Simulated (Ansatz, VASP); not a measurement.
# MgO: VASP beside Ansatz

INCAR

```
SYSTEM = MgO
ALGO = Normal
EDIFF = 1E-6
ENCUT = 750
GGA = CA
GGA_COMPAT = .False.
ISIF = 2
ISMEAR = 0
LASPH = .True.
LCHARG = .False.
LREAL = .False.
LWAVE = .False.
NBANDS = 15
NELM = 120
PREC = Accurate
SIGMA = 0.05
```

File KPOINTS:

```
k-points
0
Gamma
  9 9 8
  0 0 0
```

Contents of POSCAR:

```
MgO
1.0
    2.9820912170      0.0000000000      0.0000000000
   -1.4910456085      2.5825667503      0.0000000000
    0.0000000000      0.0000000000      2.7600704000
Mg O
1 1
Direct
    0.0000000000      0.0000000000      0.0000000000
    0.3333333333      0.6666666667      0.5000000000
```

Input for Ansatz:

```yaml
crystal:
  lattice:
    - [2.982091217, 0.0, 0.0]
    - [-1.4910456085, 2.5825667503, 0.0]
    - [0.0, 0.0, 2.7600704]
  atoms:
    - { symbol: Mg, position: [0.0, 0.0, 0.0] }
    - { symbol: O, position: [0.3333333333, 0.6666666667, 0.5] }
basis:
  ecutwfc: 420
kpoints:
  mp_grid: { grid: [9, 9, 8] }
hamiltonian:
  xc: lda
scf:
  occupations: { method: gaussian, width: 0.05 }
output:
  forces: true
  stress: true
  eigenvalues: true
```

Change from the starting cell: strain +0.015 along x and y, +0.030 along z, atoms carried along.

Alike in both runs: task single point; functional LDA; k mesh 9 × 9 × 8; occupations gaussian, width 0.05 eV; no spin polarisation.

```csv
,VASP,Ansatz
version,VASP 6.6.1,Ansatz 0.2.0
potentials or method,"VASP PAW LDA potentials, release 64 (Mg_sv, O), cutoff 750 eV","scalar-relativistic, plane waves, PAW"
valence electrons in the cell,16,16
```

```csv
,VASP,Ansatz,Ansatz less VASP
gap on the k mesh at the Fermi level (eV),2.54,2.53,-0.014
least direct gap on the mesh (eV),2.99,2.98,-0.016
pressure (GPa),-16.1,-15.8,+0.27
"traceless stress, the component that is largest in VASP (GPa)",-6.52,-6.61,-0.087
```

LDA's correlation is that of Perdew and Zunger in VASP and of Perdew and Wang (1992) in Ansatz.
